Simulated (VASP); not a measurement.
# Si (a cell with a defect) in VASP: single point with PBE

Aim: the single point of Si (a cell with a defect) with PBE.

Everything below comes from runs of VASP 6.6.1. Logs are shortened: lines on timing, memory, paths and dates and some standing lists are left out, and cuts for length are marked.

**1. The cell of the first run**

The cell holds a defect, 17 atoms: a = 7.679 Å, b = 7.679 Å, c = 7.679 Å, α = 60.00°, β = 60.00°, γ = 60.00°.

**2. Single point, PBE**

INCAR

```
ALGO = Normal
EDIFF = 1E-7
ENCUT = 520
GGA = PE
ISIF = 2
ISMEAR = -1
LASPH = True
LCHARG = True
LELF = True
LREAL = Auto
LVHAR = True
LWAVE = False
NBANDS = 48
NELM = 60
PREC = Accurate
SIGMA = 0.02
```

KPOINTS

```
k-points
0
Gamma
  2 2 2
```

POSCAR

```
Si
1.0
    0.0000000000      5.4300000000      5.4300000000
    5.4300000000      0.0000000000      5.4300000000
    5.4300000000      5.4300000000      0.0000000000
Si
17
Direct
    0.0022195876     -0.0065527587      0.0022812366
    0.1276721313      0.1223965710      0.1279809932
   -0.0014832194      0.0012291704      0.5004294794
    0.1278350137      0.1224167167      0.6221839609
    0.0014580388      0.5026841340      0.0020513028
    0.1250426388      0.6248597097      0.1248485722
    0.0021612711      0.5026205999      0.4934318002
    0.1279045394      0.6286386526      0.6218245599
    0.5000241955      0.0015056928     -0.0012259042
    0.6221092721      0.1224611205      0.1280048587
    0.5001732785      0.0010888713      0.5004505171
    0.6248132994      0.1255231885      0.6251173224
    0.4936162189      0.5027229000      0.0023127156
    0.6213085177      0.6289428955      0.1285196737
    0.5002374009      0.4990961951      0.5009210104
    0.6219634265      0.6284858907      0.6220732383
    0.8749380892      0.3751696500      0.8749117628
```

Potentials or basis: VASP PAW PBE potentials, release 64 (Si).

Launch:

```sh
cat potpaw_PBE.64/Si/POTCAR > POTCAR
mpirun -np 1 vasp_std > vasp.out
```

OUTCAR:

```text
EDIFF = 1E-7
   ENCUT = 520
   GGA = PE
   ISIF = 2
   ISMEAR = -1
   LASPH = True
   LREAL = Auto
   NELM = 60
   PREC = Accurate

 ion  position               nearest neighbor table
   1  0.002  0.993  0.002-   6 2.31   4 2.38   2 2.38  10 2.38  17 2.39
   2  0.128  0.122  0.128-   9 2.33   3 2.34   1 2.38   5 2.38  17 2.75
   3  0.999  0.001  0.500-   4 2.33   2 2.34   8 2.34  12 2.34
   4  0.128  0.122  0.622-   3 2.33  11 2.33   1 2.38   7 2.38  17 2.74
   5  0.001  0.503  0.002-   6 2.31  14 2.38   8 2.38   2 2.38  17 2.39
   6  0.125  0.625  0.125-   5 2.31  13 2.31   7 2.31   1 2.31
   7  0.002  0.503  0.493-   6 2.31   8 2.38  16 2.38   4 2.38  17 2.39
   8  0.128  0.629  0.622-  15 2.33   3 2.34   7 2.38   5 2.38  17 2.75
   9  0.500  0.002  0.999-  10 2.33   2 2.33  14 2.34  12 2.34
  10  0.622  0.122  0.128-   9 2.33  11 2.34   1 2.38  13 2.38  17 2.75
  11  0.500  0.001  0.500-   4 2.33  10 2.34  16 2.34  12 2.34
  12  0.625  0.126  0.625-  15 2.34   9 2.34   3 2.34  11 2.34
  13  0.494  0.503  0.002-   6 2.31  14 2.38  16 2.38  10 2.38  17 2.39
  14  0.621  0.629  0.129-  15 2.34   9 2.34  13 2.38   5 2.38  17 2.76
  15  0.500  0.499  0.501-  16 2.33   8 2.33  14 2.34  12 2.34
  16  0.622  0.628  0.622-  15 2.33  11 2.34   7 2.38  13 2.38  17 2.75
  17  0.875  0.375  0.875-   5 2.39  13 2.39   7 2.39   1 2.39   4 2.74  10 2.75   2 2.75  16 2.75
                             8 2.75  14 2.76

  LATTYP: Found a face centered cubic cell.
 ALAT       =    10.8600000000

  Lattice vectors:

 A1 = (   0.0000000000,   5.4300000000,   5.4300000000)
 A2 = (   5.4300000000,   0.0000000000,   5.4300000000)
 A3 = (   5.4300000000,   5.4300000000,   0.0000000000)

Analysis of symmetry for initial positions (statically):
=====================================================================
 Subroutine PRICEL returns:
 Original cell was already a primitive cell.

 Routine SETGRP: Setting up the symmetry group for a
 face centered cubic supercell.

 Subroutine GETGRP returns: Found  1 space group operations
 (whereof  1 operations were pure point group operations)
 out of a pool of 48 trial point group operations.

The static configuration has the point symmetry C_1 .

Analysis of symmetry for dynamics (positions and initial velocities):
=====================================================================
 Subroutine PRICEL returns:
 Original cell was already a primitive cell.

 Routine SETGRP: Setting up the symmetry group for a
 face centered cubic supercell.

 Subroutine GETGRP returns: Found  1 space group operations
 (whereof  1 operations were pure point group operations)
 out of a pool of 48 trial point group operations.

The dynamic configuration has the point symmetry C_1 .

 Subroutine INISYM returns: Found  1 space group operations
 (whereof  1 operations are pure point group operations),
 and found     1 'primitive' translations

----------------------------------------------------------------------------------------

                                     Primitive cell

  volume of cell :     320.2060

  direct lattice vectors                    reciprocal lattice vectors
     0.000000000  5.430000000  5.430000000    -0.092081031  0.092081031  0.092081031
     5.430000000  0.000000000  5.430000000     0.092081031 -0.092081031  0.092081031
     5.430000000  5.430000000  0.000000000     0.092081031  0.092081031 -0.092081031

  length of vectors
     7.679179644  7.679179644  7.679179644     0.159489025  0.159489025  0.159489025

  position of ions in fractional coordinates (direct lattice)
     0.002219588  0.993447241  0.002281237
     0.127672131  0.122396571  0.127980993
     0.998516781  0.001229170  0.500429479
     0.127835014  0.122416717  0.622183961
     0.001458039  0.502684134  0.002051303
     0.125042639  0.624859710  0.124848572
[... 9 lines left out ...]
     0.621963427  0.628485891  0.622073238
     0.874938089  0.375169650  0.874911763

  ion indices of the primitive-cell ions
   primitive index   ion index
                 1           1
                 2           2
                 3           3
                 4           4
                 5           5
                 6           6
[... 9 lines left out ...]
                16          16
                17          17

----------------------------------------------------------------------------------------

 KPOINTS: k-points

Automatic generation of k-mesh.
 Grid dimensions read from file:
 generate k-points for:    2    2    2

 Generating k-lattice:

  Cartesian coordinates                     Fractional coordinates (reciprocal lattice)
    -0.046040516  0.046040516  0.046040516     0.500000000  0.000000000  0.000000000
     0.046040516 -0.046040516  0.046040516     0.000000000  0.500000000  0.000000000
     0.046040516  0.046040516 -0.046040516     0.000000000  0.000000000  0.500000000

  Length of vectors
     0.079744512  0.079744512  0.079744512

  Shift w.r.t. Gamma in fractional coordinates (k-lattice)
     0.000000000  0.000000000  0.000000000

 Subroutine IBZKPT returns following result:
 ===========================================

 Found      8 irreducible k-points:

 Following reciprocal coordinates:
            Coordinates               Weight
  0.000000  0.000000  0.000000      1.000000
  0.500000  0.000000  0.000000      1.000000
  0.000000  0.500000  0.000000      1.000000
  0.000000  0.000000  0.500000      1.000000
  0.500000  0.500000  0.500000      1.000000
  0.500000  0.500000  0.000000      1.000000
  0.000000  0.500000  0.500000      1.000000
  0.500000  0.000000  0.500000      1.000000
   k-points           NKPTS =      8   k-points in BZ     NKDIM =      8   number of bands    NBANDS=     48
   number of dos      NEDOS =    301   number of ions     NIONS =     17
   total plane-waves  NPLWV = 216000
   dimension x,y,z NGX =    60 NGY =   60 NGZ =   60
   dimension x,y,z NGXF=   120 NGYF=  120 NGZF=  120
   ions per type =              17
   NGX,Y,Z   is equivalent  to a cutoff of  12.99, 12.99, 12.99 a.u.
   NGXF,Y,Z  is equivalent  to a cutoff of  25.98, 25.98, 25.98 a.u.
 SYSTEM =  unknown system
   PREC   = accura    normal or accurate (medium, high low for compatibility)
   ISTART =      0    job   : 0-new  1-cont  2-samecut
   ICHARG =      2    charge: 1-file 2-atom 10-const
   ISPIN  =      1    spin polarized calculation?
   LNONCOLLINEAR =      F non collinear calculations
   LSORBIT =      F    spin-orbit coupling
   LASPH  =      T    aspherical Exc in radial PAW
   ENCUT  =  520.0 eV  38.22 Ry    6.18 a.u.  14.28 14.28 14.28*2*pi/ulx,y,z
   NELM   =     60;   NELMIN=  2; NELMDL= -5     # of ELM steps
   EDIFF  = 0.1E-06   stopping-criterion for ELM
   LREAL  =      T    real-space projection
   EDIFFG = 0.1E-05   stopping-criterion for IOM
   NSW    =      0    number of steps for IOM
   IBRION =     -1    ionic relax: 0-MD 1-quasi-New 2-CG
   NFREE  =      0    steps in history (QN), initial steepest desc. (CG)
   ISIF   =      2    stress and relaxation
   ISYM   =      2    0-nonsym 1-usesym 2-fastsym
   POTIM  = 0.5000    time-step for ionic-motion
   TEBEG  =    0.0;   TEEND  =   0.0 temperature during run
   PSTRESS=    0.0 pullay stress
   NELECT =      68.0000    total number of electrons
   NUPDOWN=      -1.0000    fix difference up-down
   EMIN   =  10.00;   EMAX   =-10.00  energy-range for DOS
   EFERMI =   0.00;   METHOD = LEGACY
   ISMEAR =    -1;   SIGMA  =   0.02  broadening in eV -4-tet -1-fermi 0-gaus
   EFERMI_NEDOS =   21; number of points for ismear=-14 and -15
   IALGO  =     38    algorithm
   IMIX   =      4    mixing-type and parameters
     AMIX     =   0.40;   BMIX     =  1.00
     AMIX_MAG =   1.60;   BMIX_MAG =  1.00
  volume/ion in A,a.u.               =      18.84       127.11
  Fermi-wavevector in a.u.,A,eV,Ry     =   0.976715  1.845724 12.979587  0.953973
  Thomas-Fermi vector in A             =   2.107356
   LORBIT       =      0    0 simple, 1 ext, 2 COOP (PROOUT), +10 PAW based schemes
   GGA     = PE    functional components
   LHFCALC =     F    Hartree Fock is set to
   AEXX    =    0.0000 exact exchange contribution
   IVDW    =     0    specifies the selected vdW correction
   LEPSILON=     F    determine dielectric tensor
   LRPA    =     F    only Hartree local field effects (RPA)
 non-spin polarized calculation
  energy-cutoff  :      520.00
  volume of cell :      320.21
 maximum number of plane-waves:      8646
 NGX is ok and might be reduce to    60
   NGX = 29   NGY = 29   NGZ = 29

 number of electron      68.0000001 magnetization

 Free energy of the ion-electron system (eV)
  ---------------------------------------------------
  ext. energy  EPLUGINS =         0.00000000
  ---------------------------------------------------
  free energy    TOTEN  =       -87.99591213 eV

  energy without entropy =      -87.98571735  energy(sigma->0) =      -87.99081474

 E-fermi :   6.9112     XC(G=0):  -9.6744

 val. band max:        6.6813156351   @ k =   0.0000   0.0000   0.0000
 cond. band min:       6.9252060024   @ k =   0.0000   0.5000   0.5000
 fundamental gap:      0.2438903673
 Fermi energy:         6.9111841681

 k-point     1 :       0.0000    0.0000    0.0000
  band No.  band energies     occupation
      1      -6.3188      2.00000
      2      -3.7736      2.00000
      3      -3.6300      2.00000
      4      -3.6274      2.00000
      5      -3.6263      2.00000
      6      -2.8079      2.00000
[... 38 lines left out ...]
     45       8.1214      0.00000
     46       9.0632      0.00000

 k-point     2 :       0.5000    0.0000    0.0000
  band No.  band energies     occupation
      1      -5.9174      2.00000
      2      -4.9546      2.00000
      3      -3.5724      2.00000
      4      -3.4287      2.00000
      5      -3.4252      2.00000
      6      -2.9548      2.00000
[... 38 lines left out ...]
     45       9.8145      0.00000
     46       9.9581      0.00000

 k-point     3 :       0.0000    0.5000    0.0000
  band No.  band energies     occupation
      1      -5.9172      2.00000
      2      -4.9552      2.00000
      3      -3.5735      2.00000
      4      -3.4263      2.00000
      5      -3.4255      2.00000
      6      -2.9563      2.00000
[... 38 lines left out ...]
     45       9.8127      0.00000
     46       9.9576      0.00000

 k-point     4 :       0.0000    0.0000    0.5000
  band No.  band energies     occupation
      1      -5.9173      2.00000
      2      -4.9549      2.00000
      3      -3.5729      2.00000
      4      -3.4276      2.00000
      5      -3.4254      2.00000
      6      -2.9554      2.00000
[... 38 lines left out ...]
     45       9.8139      0.00000
     46       9.9576      0.00000

 k-point     5 :       0.5000    0.5000    0.5000
  band No.  band energies     occupation
      1      -5.9174      2.00000
      2      -4.9544      2.00000
      3      -3.5720      2.00000
      4      -3.4288      2.00000
      5      -3.4258      2.00000
      6      -2.9543      2.00000
[... 38 lines left out ...]
     45       9.8148      0.00000
     46       9.9587      0.00000

 k-point     6 :       0.5000    0.5000    0.0000
  band No.  band energies     occupation
      1      -5.7839      2.00000
      2      -4.7241      2.00000
      3      -3.9886      2.00000
      4      -3.8782      2.00000
      5      -3.8769      2.00000
      6      -3.6293      2.00000
[... 38 lines left out ...]
     45      10.1229      0.00000
     46      10.1256      0.00000

 k-point     7 :       0.0000    0.5000    0.5000
  band No.  band energies     occupation
      1      -5.7838      2.00000
      2      -4.7242      2.00000
      3      -3.9885      2.00000
      4      -3.8790      2.00000
      5      -3.8766      2.00000
      6      -3.6290      2.00000
[... 38 lines left out ...]
     45      10.1220      0.00000
     46      10.1275      0.00000

 k-point     8 :       0.5000    0.0000    0.5000
  band No.  band energies     occupation
      1      -5.7839      2.00000
      2      -4.7241      2.00000
      3      -3.9886      2.00000
      4      -3.8776      2.00000
      5      -3.8772      2.00000
      6      -3.6294      2.00000
[... 38 lines left out ...]
     45      10.1237      0.00000
     46      10.1243      0.00000
 [bands above 46 left out]

------------------------ aborting loop because EDIFF is reached ----------------------------------------

  FORCE on cell =-STRESS in cart. coord.  units (eV):
  Direction    XX          YY          ZZ          XY          YZ          ZX
  --------------------------------------------------------------------------------------
  -------------------------------------------------------------------------------------
  Total       10.6668279     10.6930240     10.6833863      0.0342987      0.0604772     -0.0100444
  in kB       53.3723573     53.5034318     53.4552086      0.1716162      0.3026028     -0.0502582
  external PRESSURE =      53.4436659 kB  Pullay stress =       0.0000000 kB

 VOLUME and BASIS-vectors are now :
 -----------------------------------------------------------------------------
  energy-cutoff  :      520.00
  volume of cell :      320.21
      direct lattice vectors                 reciprocal lattice vectors
     0.000000000  5.430000000  5.430000000    -0.092081031  0.092081031  0.092081031
     5.430000000  0.000000000  5.430000000     0.092081031 -0.092081031  0.092081031
     5.430000000  5.430000000  0.000000000     0.092081031  0.092081031 -0.092081031

 POSITION                                       TOTAL-FORCE (eV/Angst)
 -----------------------------------------------------------------------------------
      5.40681      0.02444      5.40647         0.004244     -0.003134      0.003130
      1.35955      1.38820      1.35787         0.012905     -0.004570      0.006810
      2.72401      8.13928      5.42862        -0.008669     -0.005466     -0.017625
      4.04318      4.07260      1.35887         0.004638     -0.002407      0.007417
      2.74071      0.01906      2.73749         0.005373      0.010171      0.007676
      4.07092      1.35691      4.07197         0.002297      0.001355      0.000811
[... 9 lines left out ...]
      6.79054      6.75512      6.78994         0.012519      0.005775      0.007116
      6.78794      9.50168      6.78809        -0.006133      0.001124     -0.003736
 -----------------------------------------------------------------------------------
    total drift:                               -0.006501      0.000369     -0.002314

  FREE ENERGIE OF THE ION-ELECTRON SYSTEM (eV)
  ---------------------------------------------------
  free  energy   TOTEN  =       -87.9959121264 eV

  energy  without entropy=      -87.9857173542  energy(sigma->0) =      -87.99081474
```

Run time: 1.9 min. Hardware: 1 thread of Intel Xeon 6975P-C (Granite Rapids), shared host; peak memory 0.46 GiB.

Results:

* Free energy: -87.9959 eV
* Pressure: 5.3 GPa
* Largest force: 0.022 eV/Å
* Band gap on the k mesh: zero (bands 34 and 35 overlap by 0.25 eV)

Forces on the atoms (eV/Å):
```
Si   0.004 -0.003  0.003
Si   0.013 -0.005  0.007
Si  -0.009 -0.005 -0.018
Si   0.005 -0.002  0.007
Si   0.005  0.010  0.008
Si   0.002  0.001  0.001
Si  -0.001 -0.002  0.000
Si   0.013 -0.003 -0.010
Si  -0.020  0.001 -0.008
Si   0.013 -0.002  0.004
Si  -0.003  0.017  0.005
Si  -0.005  0.001 -0.003
Si   0.002 -0.005 -0.006
Si  -0.017 -0.003  0.007
Si  -0.009 -0.006  0.000
Si   0.013  0.006  0.007
Si  -0.006  0.001 -0.004
```

Caveat: the k points lie up to 0.50 Å⁻¹ apart.

The gap in the log of VASP goes by the Fermi energy; the results here count the filled bands.